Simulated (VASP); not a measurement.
# LiH (I4/mmm) in VASP: a series of runs

LiH is run at these levels: PBEsol; tasks: single point.

Program: VASP 6.6.1. These are calculated values, not measurements. Logs are shortened: lines on timing, memory, paths and dates and some standing lists are left out, and cuts for length are marked.

**1. The cell of the first run**

The structure is tetragonal, space group I4/mmm (No. 139). The conventional cell has a = 2.989 Å, b = 2.989 Å, c = 3.902 Å, α = 90.00°, β = 90.00°, γ = 90.00°. Within 2.6 Å of Li (site symmetry 4/mmm) lie 6 H at 1.95 to 2.11 Å. H (site symmetry 4/mmm) has 6 Li at 1.95 to 2.11 Å within 2.6 Å.

**2. Single point, PBEsol (strain +0.040 along x and y, -0.040 along z)**

Contents of INCAR:

```
PREC     = Accurate       # precision mode
ENCUT    = 520            # plane-wave cutoff, eV
EDIFF    = 1E-6           # SCF threshold, eV
ISMEAR   = 0              # smearing method
SIGMA    = 0.05           # smearing width, eV
LREAL    = False          # projectors in reciprocal space
LASPH    = True           # aspherical terms in the spheres
NELM     = 60             # most SCF steps
ALGO     = Normal         # electronic algorithm
ISIF     = 2              # what is computed and relaxed
LWAVE    = False          # write WAVECAR
LCHARG   = False          # write CHGCAR
GGA      = PS             # functional
NBANDS   = 9              # bands
```

Contents of KPOINTS:

```
Automatic mesh
0
Gamma
  10 10 10
```

Contents of POSCAR:

```
LiH
1.0
    0.0000000000      2.1138000000      1.9512000000
    2.1138000000      0.0000000000      1.9512000000
    2.1138000000      2.1138000000      0.0000000000
Li H
1 1
Direct
    0.0000000000      0.0000000000      0.0000000000
    0.5000000000      0.5000000000      0.5000000000
```

Potentials or basis: VASP PAW PBE potentials, release 64 (Li_sv, H).

On the command line:

```
cat potpaw_PBE.64/Li_sv/POTCAR potpaw_PBE.64/H/POTCAR > POTCAR
mpirun -np 1 vasp_std > vasp.out
```

OUTCAR:

```text
PREC = Accurate
   ENCUT = 520
   EDIFF = 1E-6
   ISMEAR = 0
   LREAL = False
   LASPH = True
   NELM = 60
   ISIF = 2
   GGA = PS

 ion  position               nearest neighbor table
   1  0.000  0.000  0.000-
   2  0.500  0.500  0.500-

  LATTYP: Found a body centered tetragonal cell.
 ALAT       =     2.9893646281
 C/A-ratio  =     1.3054279037

  Lattice vectors:

 A1 = (   0.0000000000,  -2.1138000000,  -1.9512000000)
 A2 = (   0.0000000000,   2.1138000000,  -1.9512000000)
 A3 = (   2.1138000000,   0.0000000000,   1.9512000000)

Analysis of symmetry for initial positions (statically):
=====================================================================
 Subroutine PRICEL returns:
 Original cell was already a primitive cell.

 Routine SETGRP: Setting up the symmetry group for a
 body centered tetragonal supercell.

 Subroutine GETGRP returns: Found 16 space group operations
 (whereof 16 operations were pure point group operations)
 out of a pool of 16 trial point group operations.

The static configuration has the point symmetry D_4h.

Analysis of symmetry for dynamics (positions and initial velocities):
=====================================================================
 Subroutine PRICEL returns:
 Original cell was already a primitive cell.

 Routine SETGRP: Setting up the symmetry group for a
 body centered tetragonal supercell.

 Subroutine GETGRP returns: Found 16 space group operations
 (whereof 16 operations were pure point group operations)
 out of a pool of 16 trial point group operations.

The dynamic configuration has the point symmetry D_4h.

 Subroutine INISYM returns: Found 16 space group operations
 (whereof 16 operations are pure point group operations),
 and found     1 'primitive' translations

----------------------------------------------------------------------------------------

                                     Primitive cell

  volume of cell :      17.4365

  direct lattice vectors                    reciprocal lattice vectors
     0.000000000  2.113800000  1.951200000    -0.236540827  0.236540827  0.256252563
     2.113800000  0.000000000  1.951200000     0.236540827 -0.236540827  0.256252563
     2.113800000  2.113800000  0.000000000     0.236540827  0.236540827 -0.256252563

  length of vectors
     2.876687658  2.876687658  2.989364628     0.421388777  0.421388777  0.421388777

  position of ions in fractional coordinates (direct lattice)
     0.000000000  0.000000000  0.000000000
     0.500000000  0.500000000  0.500000000

  ion indices of the primitive-cell ions
   primitive index   ion index
                 1           1
                 2           2

----------------------------------------------------------------------------------------

 KPOINTS: Automatic mesh

Automatic generation of k-mesh.
 Grid dimensions read from file:
 generate k-points for:   10   10   10

 Generating k-lattice:

  Cartesian coordinates                     Fractional coordinates (reciprocal lattice)
    -0.023654083  0.023654083  0.025625256     0.100000000  0.000000000  0.000000000
     0.023654083 -0.023654083  0.025625256     0.000000000  0.100000000  0.000000000
     0.023654083  0.023654083 -0.025625256    -0.000000000 -0.000000000  0.100000000

  Length of vectors
     0.042138878  0.042138878  0.042138878

  Shift w.r.t. Gamma in fractional coordinates (k-lattice)
     0.000000000  0.000000000  0.000000000

 Subroutine IBZKPT returns following result:
 ===========================================

 Found    102 irreducible k-points:

 Following reciprocal coordinates:
            Coordinates               Weight
  0.000000  0.000000  0.000000      1.000000
  0.100000  0.000000  0.000000      8.000000
  0.200000  0.000000  0.000000      8.000000
  0.300000 -0.000000  0.000000      8.000000
  0.400000  0.000000  0.000000      8.000000
  0.500000 -0.000000  0.000000      4.000000
[... 16 lines left out ...]
  0.300000  0.300000  0.000000      2.000000
  0.400000  0.300000  0.000000      8.000000
 [... further k-points ...]
   k-points           NKPTS =    102   k-points in BZ     NKDIM =    102   number of bands    NBANDS=      9
   number of dos      NEDOS =    301   number of ions     NIONS =      2
   total plane-waves  NPLWV =  13824
   dimension x,y,z NGX =    24 NGY =   24 NGZ =   24
   dimension x,y,z NGXF=    48 NGYF=   48 NGZF=   48
   ions per type =               1   1
   NGX,Y,Z   is equivalent  to a cutoff of  13.87, 13.87, 13.35 a.u.
   NGXF,Y,Z  is equivalent  to a cutoff of  27.74, 27.74, 26.69 a.u.
 SYSTEM =  unknown system
   PREC   = accura    normal or accurate (medium, high low for compatibility)
   ISTART =      0    job   : 0-new  1-cont  2-samecut
   ICHARG =      2    charge: 1-file 2-atom 10-const
   ISPIN  =      1    spin polarized calculation?
   LNONCOLLINEAR =      F non collinear calculations
   LSORBIT =      F    spin-orbit coupling
   LASPH  =      T    aspherical Exc in radial PAW
   ENCUT  =  520.0 eV  38.22 Ry    6.18 a.u.   5.35  5.35  5.56*2*pi/ulx,y,z
   NELM   =     60;   NELMIN=  2; NELMDL= -5     # of ELM steps
   EDIFF  = 0.1E-05   stopping-criterion for ELM
   LREAL  =      F    real-space projection
   EDIFFG = 0.1E-04   stopping-criterion for IOM
   NSW    =      0    number of steps for IOM
   IBRION =     -1    ionic relax: 0-MD 1-quasi-New 2-CG
   NFREE  =      0    steps in history (QN), initial steepest desc. (CG)
   ISIF   =      2    stress and relaxation
   ISYM   =      2    0-nonsym 1-usesym 2-fastsym
   POTIM  = 0.5000    time-step for ionic-motion
   TEBEG  =    0.0;   TEEND  =   0.0 temperature during run
   PSTRESS=    0.0 pullay stress
   NELECT =       4.0000    total number of electrons
   NUPDOWN=      -1.0000    fix difference up-down
   EMIN   =  10.00;   EMAX   =-10.00  energy-range for DOS
   EFERMI =   0.00;   METHOD = LEGACY
   ISMEAR =     0;   SIGMA  =   0.05  broadening in eV -4-tet -1-fermi 0-gaus
   EFERMI_NEDOS =   21; number of points for ismear=-14 and -15
   IALGO  =     38    algorithm
   IMIX   =      4    mixing-type and parameters
     AMIX     =   0.40;   BMIX     =  1.00
     AMIX_MAG =   1.60;   BMIX_MAG =  1.00
  volume/ion in A,a.u.               =       8.72        58.83
  Fermi-wavevector in a.u.,A,eV,Ry     =   1.002171  1.893828 13.664954  1.004346
  Thomas-Fermi vector in A             =   2.134640
   LORBIT       =      0    0 simple, 1 ext, 2 COOP (PROOUT), +10 PAW based schemes
   GGA     = PS    functional components
   LHFCALC =     F    Hartree Fock is set to
   AEXX    =    0.0000 exact exchange contribution
   IVDW    =     0    specifies the selected vdW correction
   LEPSILON=     F    determine dielectric tensor
   LRPA    =     F    only Hartree local field effects (RPA)
 non-spin polarized calculation
 Gauss-broadening in eV      SIGMA  =   0.05
  energy-cutoff  :      520.00
  volume of cell :       17.44
 maximum number of plane-waves:       486
 NGX is ok and might be reduce to    24
   NGX = 11   NGY = 11   NGZ = 11

 number of electron       4.0000004 magnetization

 Free energy of the ion-electron system (eV)
  ---------------------------------------------------
  ext. energy  EPLUGINS =         0.00000000
  ---------------------------------------------------
  free energy    TOTEN  =        -6.09003200 eV

  energy without entropy =       -6.09003200  energy(sigma->0) =       -6.09003200

 E-fermi :   0.5242     XC(G=0):  -8.3510

 val. band max:        0.1743388884   @ k =   0.5000   0.5000   0.0000
 cond. band min:       2.2768721412   @ k =   0.5000   0.0000   0.5000
 fundamental gap:      2.1025332528
 Fermi energy:         0.5241633252

 k-point     1 :       0.0000    0.0000    0.0000
  band No.  band energies     occupation
      1     -43.9773      2.00000
      2      -5.4405      2.00000
      3      14.7697      0.00000
      4      16.3477      0.00000
      5      17.0236      0.00000
      6      17.0237      0.00000
      7      21.1495      0.00000
      8      21.1495      0.00000
      9      21.5650      0.00000

 k-point     2 :       0.1000    0.0000    0.0000
  band No.  band energies     occupation
      1     -43.9738      2.00000
      2      -5.2679      2.00000
      3      13.4649      0.00000
      4      15.7177      0.00000
      5      16.3927      0.00000
      6      16.4857      0.00000
      7      20.6928      0.00000
      8      21.9318      0.00000
      9      22.1144      0.00000

 k-point     3 :       0.2000    0.0000    0.0000
  band No.  band energies     occupation
      1     -43.9643      2.00000
      2      -4.7629      2.00000
      3      10.4831      0.00000
      4      14.3558      0.00000
      5      15.6330      0.00000
      6      16.1126      0.00000
      7      20.6118      0.00000
      8      21.2506      0.00000
      9      23.2919      0.00000

 k-point     4 :       0.3000   -0.0000    0.0000
  band No.  band energies     occupation
      1     -43.9529      2.00000
      2      -3.9835      2.00000
      3       7.5086      0.00000
      4      13.3094      0.00000
      5      15.0320      0.00000
      6      16.0610      0.00000
      7      18.7937      0.00000
      8      20.8600      0.00000
      9      23.2561      0.00000
[... 205 lines left out ...]
 k-point    22 :      -0.2000    0.2000    0.0000
  band No.  band energies     occupation
      1     -43.9500      2.00000
      2      -3.6948      2.00000
      3       9.0614      0.00000
      4       9.1744      0.00000
      5      14.6839      0.00000
      6      14.9416      0.00000
      7      20.5585      0.00000
      8      22.2083      0.00000
      9      23.8381      0.00000

 k-point    23 :       0.3000    0.3000    0.0000
  band No.  band energies     occupation
      1     -43.9410      2.00000
      2      -3.1310      2.00000
      3       8.7566      0.00000
      4      10.7801      0.00000
      5      10.7801      0.00000
      6      13.8216      0.00000
      7      16.2095      0.00000
      8      27.1743      0.00000
      9      28.0599      0.00000

 k-point    24 :       0.4000    0.3000    0.0000
  band No.  band energies     occupation
      1     -43.9334      2.00000
      2      -2.2195      2.00000
      3       6.8283      0.00000
      4       9.3181      0.00000
      5      10.2793      0.00000
      6      14.4958      0.00000
      7      15.9248      0.00000
      8      27.3034      0.00000
      9      27.9234      0.00000

 [... further k-points ...]
[... 5 lines left out ...]
  --------------------------------------------------------------------------------------
  -------------------------------------------------------------------------------------
  Total       -0.4975060     -0.4975060      0.0250794      0.0000000      0.0000000     -0.0000000
  in kB      -45.7140128    -45.7140128      2.3044517      0.0000000      0.0000000     -0.0000000
  external PRESSURE =     -29.7078580 kB  Pullay stress =       0.0000000 kB

 VOLUME and BASIS-vectors are now :
 -----------------------------------------------------------------------------
  energy-cutoff  :      520.00
  volume of cell :       17.44
      direct lattice vectors                 reciprocal lattice vectors
     0.000000000  2.113800000  1.951200000    -0.236540827  0.236540827  0.256252563
     2.113800000  0.000000000  1.951200000     0.236540827 -0.236540827  0.256252563
     2.113800000  2.113800000  0.000000000     0.236540827  0.236540827 -0.256252563

 POSITION                                       TOTAL-FORCE (eV/Angst)
 -----------------------------------------------------------------------------------
      0.00000      0.00000      0.00000        -0.000000      0.000000     -0.000000
      2.11380      2.11380      1.95120         0.000000     -0.000000      0.000000
 -----------------------------------------------------------------------------------
    total drift:                                0.000000     -0.000000     -0.000000

  FREE ENERGIE OF THE ION-ELECTRON SYSTEM (eV)
  ---------------------------------------------------
  free  energy   TOTEN  =        -6.0900319965 eV

  energy  without entropy=       -6.0900319965  energy(sigma->0) =       -6.09003200
```

Run time: 11 s. Hardware: 1 thread of Intel Xeon Platinum 8488C (Sapphire Rapids), shared host; peak memory 0.13 GiB.

Results:

```
Free energy            : -6.0900 eV
Band gap on the k mesh : 2.10 eV, indirect (least direct gap 2.68 eV)
```

Caveat: the cell differs from its parent crystal (strain +0.040 along x and y, -0.040 along z); the cutoff is under 1.25 times the usual one of these potentials, so pressure, stress and relaxed cells hold a basis-set (Pulay) error; the PAW data sets were made with another functional, which shifts forces and pressure a little. A k mesh can miss the band edges.

**3. Single point, PBEsol (strain +0.080 along x and y, -0.040 along z)**

Contents of INCAR:

```
ALGO = Normal ; EDIFF = 1E-6
ENCUT = 520 ; GGA = PS
ISIF = 2 ; ISMEAR = 0
LASPH = True ; LCHARG = False
LREAL = False ; LWAVE = False
NBANDS = 9 ; NELM = 100
PREC = Accurate ; SIGMA = 0.05
```

Contents of KPOINTS:

```
k-points
0
Gamma
  10 10 10
```

Contents of POSCAR:

```
LiH
1.0
    0.0000000000      2.1951000000      1.9512000000
    2.1951000000      0.0000000000      1.9512000000
    2.1951000000      2.1951000000      0.0000000000
Li H
1 1
Direct
    0.0000000000      0.0000000000      0.0000000000
    0.5000000000      0.5000000000      0.5000000000
```

Potentials or basis: VASP PAW PBE potentials, release 64 (Li_sv, H).

On the command line:

```
cat potpaw_PBE.64/Li_sv/POTCAR potpaw_PBE.64/H/POTCAR > POTCAR
mpirun -np 1 vasp_std > vasp.out
```

Run time: 9.5 s. Hardware: 1 thread of Intel Xeon Platinum 8488C (Sapphire Rapids), shared host; peak memory 0.14 GiB.

Results (log left out):

```
Free energy            : -6.0454 eV
Band gap on the k mesh : 1.90 eV, indirect (least direct gap 2.69 eV)
```

Levels at points of the mesh, in eV from the valence-band top:
| k point | band 1 | band 2 | band 3 | band 4 | band 5 | band 6 |
| --- | --- | --- | --- | --- | --- | --- |
| (0.00, 0.00, 0.00) | -44.37 | -5.47 | 13.46 | 15.20 | 16.15 | 16.15 |
| (0.50, 0.00, 0.00) | -44.34 | -2.80 | 3.90 | 11.32 | 13.52 | 15.80 |
| (0.50, 0.50, 0.00) | -44.33 | 0.00 | 3.40 | 8.31 | 8.31 | 11.22 |
| (0.50, 0.00, 0.50) | -44.34 | -0.79 | 1.90 | 9.61 | 10.55 | 12.98 |

Caveat: the cell differs from its parent crystal (strain +0.080 along x and y, -0.040 along z); the cutoff is under 1.25 times the usual one of these potentials, so pressure, stress and relaxed cells hold a basis-set (Pulay) error; the PAW data sets were made with another functional, which shifts forces and pressure a little.

(Continued in part 2 of 2.)
